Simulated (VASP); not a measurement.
# Al3N in VASP: relaxation of the atoms with r2SCAN

Aim: the relaxation of the atoms of Al3N with r2SCAN.

All numbers are computed with VASP 6.6.1; they aren't measurements. Logs are shortened: lines on timing, memory, paths and dates and some standing lists are left out, and cuts for length are marked.

## Step 1: The cell of the first run

The cell holds a slab with vacuum, 4 atoms: a = 2.823 Å, b = 2.823 Å, c = 19.601 Å, α = 90.00°, β = 90.00°, γ = 90.00°.

## Step 2: Relaxation of the atoms, r2SCAN

Input file POSCAR:

```
Al3N
1.0
    2.8227735241      0.0000000000      0.0000000000
    0.0000000000      2.8227735241      0.0000000000
    0.0000000000      0.0000000000     19.6006973085
Al N
3 1
Selective dynamics
Direct
    0.5000000000      0.5000000000      0.2040743723  F F F
    0.0000000000      0.0000000000      0.3086652017  F F F
    0.5000000000      0.5000000000      0.4132861796  F F F
    1.0000000000      1.0000000000      0.3816546519  F F T
```

Input file INCAR.step1:

```
PREC = Accurate
ENCUT = 580
ISMEAR = 0
SIGMA = 0.1
LREAL = False
LASPH = True
NELM = 120
LDIPOL = True
IDIPOL = 3
DIPOL = 0.5 0.5 0.327
GGA = PE
ALGO = Normal
EDIFF = 1E-5
LWAVE = True
LCHARG = False
GGA_COMPAT = False
IBRION = 2
EDIFFG = -0.01
NELMIN = 4
NSW = 100
NELMDL = -8
```

Input file INCAR.step2:

```
PREC = Accurate
ENCUT = 580
EDIFF = 1E-7
ISMEAR = 0
SIGMA = 0.1
LREAL = False
LASPH = True
NELM = 120
ALGO = Normal
ISIF = 2
LWAVE = False
LCHARG = False
LDIPOL = True
IDIPOL = 3
DIPOL = 0.5 0.5 0.327
METAGGA = R2SCAN
LMIXTAU = True
IBRION = 2
NSW = 36
EDIFFG = -0.025
ISTART = 1
GGA_COMPAT = False
NELMIN = 4
```

Input file KPOINTS:

```
regular mesh
0
Gamma
  9 9 1
```

Potentials or basis: VASP PAW PBE potentials, release 64 (Al, N).

Command:

```
> cat potpaw_PBE.64/Al/POTCAR potpaw_PBE.64/N/POTCAR > POTCAR
> cp INCAR.step1 INCAR
> mpirun -np 1 vasp_std > vasp.out
> cp INCAR.step2 INCAR
> mpirun -np 1 vasp_std > vasp.out
```

OUTCAR:

```text
PREC = Accurate
   ENCUT = 580
   EDIFF = 1E-7
   ISMEAR = 0
   LREAL = False
   LASPH = True
   NELM = 120
   ISIF = 2
   METAGGA = R2SCAN
   IBRION = 2
   NSW = 36
   EDIFFG = -0.025
   ISTART = 1
   NELMIN = 4

 ion  position               nearest neighbor table
   1  0.500  0.500  0.204-   2 2.86   2 2.86   2 2.86   2 2.86
   2  0.000  0.000  0.309-   4 1.43   1 2.86   1 2.86   1 2.86   1 2.86   3 2.86   3 2.86   3 2.86
                             3 2.86
   3  0.500  0.500  0.413-   4 2.09   4 2.09   4 2.09   4 2.09   2 2.86   2 2.86   2 2.86   2 2.86

   4  0.000  0.000  0.382-   2 1.43   3 2.09   3 2.09   3 2.09   3 2.09

  LATTYP: Found a simple tetragonal cell.
 ALAT       =     2.8227735241
 C/A-ratio  =     6.9437725489

  Lattice vectors:

 A1 = (   2.8227735241,   0.0000000000,   0.0000000000)
 A2 = (   0.0000000000,   2.8227735241,   0.0000000000)
 A3 = (   0.0000000000,   0.0000000000,  19.6006973085)

Analysis of symmetry for initial positions (statically):
=====================================================================
 Subroutine PRICEL returns:
 Original cell was already a primitive cell.

 Routine SETGRP: Setting up the symmetry group for a
 simple tetragonal supercell.

 Subroutine GETGRP returns: Found  8 space group operations
 (whereof  8 operations were pure point group operations)
 out of a pool of 16 trial point group operations.

The static configuration has the point symmetry C_4v.

Analysis of symmetry for dynamics (positions and initial velocities):
=====================================================================
 Subroutine PRICEL returns:
 Original cell was already a primitive cell.

 Routine SETGRP: Setting up the symmetry group for a
 simple tetragonal supercell.

 Subroutine GETGRP returns: Found  8 space group operations
 (whereof  8 operations were pure point group operations)
 out of a pool of 16 trial point group operations.

The dynamic configuration has the point symmetry C_4v.

Analysis of constrained symmetry for selective dynamics:
=====================================================================
 Subroutine PRICEL returns:
 Original cell was already a primitive cell.

 Routine SETGRP: Setting up the symmetry group for a
 simple tetragonal supercell.

 Subroutine GETGRP returns: Found  8 space group operations
 (whereof  8 operations were pure point group operations)
 out of a pool of 16 trial point group operations.

The constrained configuration has the point symmetry C_4v.

 Subroutine INISYM returns: Found  8 space group operations
 (whereof  8 operations are pure point group operations),
 and found     1 'primitive' translations

----------------------------------------------------------------------------------------

                                     Primitive cell

  volume of cell :     156.1793

  direct lattice vectors                    reciprocal lattice vectors
     2.822773524  0.000000000  0.000000000     0.354261506  0.000000000  0.000000000
     0.000000000  2.822773524  0.000000000     0.000000000  0.354261506  0.000000000
     0.000000000  0.000000000 19.600697308     0.000000000  0.000000000  0.051018593

  length of vectors
     2.822773524  2.822773524 19.600697308     0.354261506  0.354261506  0.051018593

  position of ions in fractional coordinates (direct lattice)
     0.500000000  0.500000000  0.204074372
     0.000000000  0.000000000  0.308665202
     0.500000000  0.500000000  0.413286180
     0.000000000  0.000000000  0.381654652

  ion indices of the primitive-cell ions
   primitive index   ion index
                 1           1
                 2           2
                 3           3
                 4           4

----------------------------------------------------------------------------------------

 KPOINTS: regular mesh

Automatic generation of k-mesh.
 Grid dimensions read from file:
 generate k-points for:    9    9    1

 Generating k-lattice:

  Cartesian coordinates                     Fractional coordinates (reciprocal lattice)
     0.039362390  0.000000000  0.000000000     0.111111111  0.000000000  0.000000000
     0.000000000  0.039362390  0.000000000     0.000000000  0.111111111  0.000000000
     0.000000000  0.000000000  0.051018593     0.000000000  0.000000000  1.000000000

  Length of vectors
     0.039362390  0.039362390  0.051018593

  Shift w.r.t. Gamma in fractional coordinates (k-lattice)
     0.000000000  0.000000000  0.000000000

 Subroutine IBZKPT returns following result:
 ===========================================

 Found     15 irreducible k-points:

 Following reciprocal coordinates:
            Coordinates               Weight
  0.000000  0.000000  0.000000      1.000000
  0.111111  0.000000  0.000000      4.000000
  0.222222  0.000000  0.000000      4.000000
  0.333333  0.000000  0.000000      4.000000
  0.444444  0.000000  0.000000      4.000000
  0.111111  0.111111  0.000000      4.000000
  0.222222  0.111111  0.000000      8.000000
  0.333333  0.111111  0.000000      8.000000
  0.444444  0.111111  0.000000      8.000000
  0.222222  0.222222  0.000000      4.000000
  0.333333  0.222222  0.000000      8.000000
  0.444444  0.222222  0.000000      8.000000
  0.333333  0.333333  0.000000      4.000000
  0.444444  0.333333  0.000000      8.000000
  0.444444  0.444444  0.000000      4.000000
   k-points           NKPTS =     15   k-points in BZ     NKDIM =     15   number of bands    NBANDS=     11
   number of dos      NEDOS =    301   number of ions     NIONS =      4
   total plane-waves  NPLWV =  92160
   dimension x,y,z NGX =    24 NGY =   24 NGZ =  160
   dimension x,y,z NGXF=    48 NGYF=   48 NGZF=  320
   ions per type =               3   1
   NGX,Y,Z   is equivalent  to a cutoff of  14.13, 14.13, 13.57 a.u.
   NGXF,Y,Z  is equivalent  to a cutoff of  28.27, 28.27, 27.14 a.u.
 SYSTEM =  unknown system
   PREC   = accura    normal or accurate (medium, high low for compatibility)
   ISTART =      1    job   : 0-new  1-cont  2-samecut
   ICHARG =      0    charge: 1-file 2-atom 10-const
   ISPIN  =      1    spin polarized calculation?
   LNONCOLLINEAR =      F non collinear calculations
   LSORBIT =      F    spin-orbit coupling
   LASPH  =      T    aspherical Exc in radial PAW
   ENCUT  =  580.0 eV  42.63 Ry    6.53 a.u.   5.54  5.54 38.49*2*pi/ulx,y,z
   NELM   =    120;   NELMIN=  4; NELMDL=  0     # of ELM steps
   EDIFF  = 0.1E-06   stopping-criterion for ELM
   LREAL  =      F    real-space projection
   EDIFFG = -.3E-01   stopping-criterion for IOM
   NSW    =     36    number of steps for IOM
   IBRION =      2    ionic relax: 0-MD 1-quasi-New 2-CG
   NFREE  =      1    steps in history (QN), initial steepest desc. (CG)
   ISIF   =      2    stress and relaxation
   ISYM   =      2    0-nonsym 1-usesym 2-fastsym
   POTIM  = 0.5000    time-step for ionic-motion
   TEBEG  =    0.0;   TEEND  =   0.0 temperature during run
   PSTRESS=    0.0 pullay stress
   NELECT =      14.0000    total number of electrons
   NUPDOWN=      -1.0000    fix difference up-down
   EMIN   =  10.00;   EMAX   =-10.00  energy-range for DOS
   EFERMI =   0.00;   METHOD = LEGACY
   ISMEAR =     0;   SIGMA  =   0.10  broadening in eV -4-tet -1-fermi 0-gaus
   EFERMI_NEDOS =   21; number of points for ismear=-14 and -15
   IALGO  =     38    algorithm
   IMIX   =      4    mixing-type and parameters
     AMIX     =   0.40;   BMIX     =  1.00
     AMIX_MAG =   1.60;   BMIX_MAG =  1.00
  volume/ion in A,a.u.               =      39.04       263.49
  Fermi-wavevector in a.u.,A,eV,Ry     =   0.732672  1.384549  7.303721  0.536808
  Thomas-Fermi vector in A             =   1.825193
   LORBIT       =      0    0 simple, 1 ext, 2 COOP (PROOUT), +10 PAW based schemes
   METAGGA = R2SCAN    functional components
   LHFCALC =     F    Hartree Fock is set to
   AEXX    =    0.0000 exact exchange contribution
   IVDW    =     0    specifies the selected vdW correction
   LEPSILON=     F    determine dielectric tensor
   LRPA    =     F    only Hartree local field effects (RPA)
 conjugate gradient relaxation of ions
 non-spin polarized calculation
 Gauss-broadening in eV      SIGMA  =   0.10
  energy-cutoff  :      580.00
  volume of cell :      156.18
 maximum number of plane-waves:      5005
 NGX is ok and might be reduce to    24
   NGX = 11   NGY = 11   NGZ = 77

--------------------------------------- Ionic step        1  -------------------------------------------

 number of electron      14.0000000 magnetization

 Free energy of the ion-electron system (eV)
  ---------------------------------------------------
  ext. energy  EPLUGINS =         0.00000000
  ---------------------------------------------------
  free energy    TOTEN  =       -26.08065940 eV

  energy without entropy =      -26.06521573  energy(sigma->0) =      -26.07293757

------------------------ aborting loop because EDIFF is reached ----------------------------------------

  FORCE on cell =-STRESS in cart. coord.  units (eV):
  Direction    XX          YY          ZZ          XY          YZ          ZX
  --------------------------------------------------------------------------------------
  -------------------------------------------------------------------------------------
  Total       -1.9228870     -1.9228870     29.7616638      0.0000000      0.0000000      0.0000000
  in kB      -19.7260785    -19.7260785    305.3122263      0.0000000      0.0000000      0.0000000
  external PRESSURE =      88.6200231 kB  Pullay stress =       0.0000000 kB
[... 25 lines left out ...]
--------------------------------------- Ionic step        2  -------------------------------------------

 number of electron      14.0000000 magnetization

 E-fermi :  -0.2225     XC(G=0):  -4.5943

 val. band max:       -0.2431670641   @ k =   0.4444   0.1111   0.0000
 cond. band min:      -0.2025100886   @ k =   0.2222   0.1111   0.0000
 fundamental gap:      0.0406569755
 Fermi energy:        -0.2225448373

 k-point     1 :       0.0000    0.0000    0.0000
  band No.  band energies     occupation
      1     -17.2114      2.00000
      2     -10.9775      2.00000
      3      -7.8296      2.00000
      4      -4.2782      2.00000
      5      -2.1250      2.00000
      6      -2.1250      2.00000
      7      -1.0699      2.00000
      8       2.7616      0.00000
      9       4.1388      0.00000
     10       5.0304      0.00000
     11       5.1598      0.00000
[... 225 lines left out ...]
  FREE ENERGIE OF THE ION-ELECTRON SYSTEM (eV)
  ---------------------------------------------------
  free  energy   TOTEN  =       -29.7032178902 eV

  energy  without entropy=      -29.6923929910  energy(sigma->0) =      -29.69780544

 dipolmoment           0.000000      0.000000      0.027604 electrons x Angstroem

--------------------------------------- Ionic step        3  -------------------------------------------

 number of electron      14.0000000 magnetization

------------------------ aborting loop because EDIFF is reached ----------------------------------------
[... 33 lines left out ...]
--------------------------------------- Ionic step        4  -------------------------------------------

 number of electron      14.0000001 magnetization

 dipolmoment           0.000000      0.000000     -0.066892 electrons x Angstroem

 Free energy of the ion-electron system (eV)
  ---------------------------------------------------
  ext. energy  EPLUGINS =         0.00000000
  ---------------------------------------------------
  free energy    TOTEN  =       -30.17592642 eV

  energy without entropy =      -30.16510013  energy(sigma->0) =      -30.17051327

 E-fermi :   0.7423     XC(G=0):  -4.6169

 val. band max:        0.7245968545   @ k =   0.4444   0.1111   0.0000
 cond. band min:       0.7598248903   @ k =   0.2222   0.1111   0.0000
 fundamental gap:      0.0352280359
 Fermi energy:         0.7422516152

 k-point     1 :       0.0000    0.0000    0.0000
  band No.  band energies     occupation
      1     -18.0567      2.00000
      2     -10.1099      2.00000
      3      -7.2586      2.00000
      4      -3.9351      2.00000
      5      -3.0045      2.00000
      6      -3.0045      2.00000
      7      -0.4872      2.00000
      8       2.4801      0.00000
      9       3.6266      0.00000
     10       4.6003      0.00000
     11       5.0477      0.00000
[... 184 lines left out ...]
  band No.  band energies     occupation
      1     -15.3000      2.00000
      2      -7.2964      2.00000
      3      -7.2154      2.00000
      4      -3.5171      2.00000
      5      -2.2812      2.00000
      6      -1.1068      2.00000
      7      -0.2540      2.00000
      8       1.4658      0.00000
      9       1.6484      0.00000
     10       2.3376      0.00000
     11       2.7266      0.00000

------------------------ aborting loop because EDIFF is reached ----------------------------------------

 vacuum level on the upper side and lower side of the slab       (xc-potential included)        -0.881         0.644

  FORCE on cell =-STRESS in cart. coord.  units (eV):
  Direction    XX          YY          ZZ          XY          YZ          ZX
  --------------------------------------------------------------------------------------
  -------------------------------------------------------------------------------------
  Total       -3.5113494     -3.5113494      0.1577381      0.0000000      0.0000000      0.0000000
  in kB      -36.0214369    -36.0214369      1.6181678      0.0000000      0.0000000      0.0000000
  external PRESSURE =     -23.4749020 kB  Pullay stress =       0.0000000 kB
[... 19 lines left out ...]
  FREE ENERGIE OF THE ION-ELECTRON SYSTEM (eV)
  ---------------------------------------------------
  free  energy   TOTEN  =       -30.1759264152 eV

  energy  without entropy=      -30.1651001293  energy(sigma->0) =      -30.17051327

 reached required accuracy - stopping structural energy minimisation

 vacuum level on the upper side and lower side of the slab         3.422         4.965
```

It took 20 min on 1 thread of Intel Xeon Platinum 8259CL at 2.50GHz (Skylake/Cascade Lake), shared host; peak memory 0.33 GiB.

What came out:

* Free energy: -30.1759 eV
* Energy gained by relaxing: 1023.8 meV/atom
* Ionic steps: 4
* Band gap on the k mesh: zero (bands 7 and 8 overlap by 0.81 eV)

The path:
```csv
step,energy change (eV),largest force on free atoms (eV/Å),pressure (GPa)
1,0.0000,21.5890,8.86
2,-3.6226,2.7981,-3.48
3,-3.9733,1.4285,-1.39
4,-4.0953,0.0025,-2.35
```

Final structure:
```cif
data_structure
_symmetry_space_group_name_H-M 'P 1'
_symmetry_Int_Tables_number 1
_cell_length_a 2.8228
_cell_length_b 2.8228
_cell_length_c 19.6007
_cell_angle_alpha 90.000
_cell_angle_beta 90.000
_cell_angle_gamma 90.000
_cell_volume 156.18
loop_
_atom_site_label
_atom_site_type_symbol
_atom_site_fract_x
_atom_site_fract_y
_atom_site_fract_z
_atom_site_occupancy
Al1 Al 0.50000 0.50000 0.20407 1
Al2 Al 0.00000 0.00000 0.30867 1
Al3 Al 0.50000 0.50000 0.41329 1
N1 N 0.00000 0.00000 0.41798 1
```

Caveat: the PAW data sets were made with another functional, which shifts forces and pressure a little.

The gap in the log of VASP goes by the Fermi energy; the results here count the filled bands.